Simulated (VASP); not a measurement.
**Cu: single point with PBE**

Cu:

```
Cu
1.0
     0.00000    1.64931    1.64931
     1.64931    0.00000    1.64931
     1.64931    1.64931    0.00000
Cu
1
Direct
  0.00000 0.00000 0.00000
```

This cell differs from its parent crystal: volume scaled by 0.75.

```yaml
Program: VASP 6.6.1
Task: single point
Functional: PBE
Potentials_or_basis: VASP PAW PBE potentials, release 64 (Cu)
Cutoff: 520 eV
k_mesh: 18 × 18 × 18
Occupations: fermi-dirac, width 0.05 eV
Spin: no spin polarisation
```

```yaml
Pressure: 83.3 GPa
```

Levels at points of the mesh, in eV from the Fermi level:
```csv
k point,band 4,band 5,band 6,band 7,band 8,band 9
"(0.00, 0.00, 0.00)",-4.07,-2.81,-2.81,24.68,29.58,29.58
"(0.50, 0.00, 0.00)",-1.95,-1.95,-1.90,5.36,23.05,26.66
"(0.50, 0.50, 0.00)",-1.73,-1.73,1.28,9.23,15.36,15.36
```

Run time: 13 s on 1 thread of AMD EPYC 9R45 96-Core Processor (Zen 5) (shared host), peak memory 0.1 GiB.
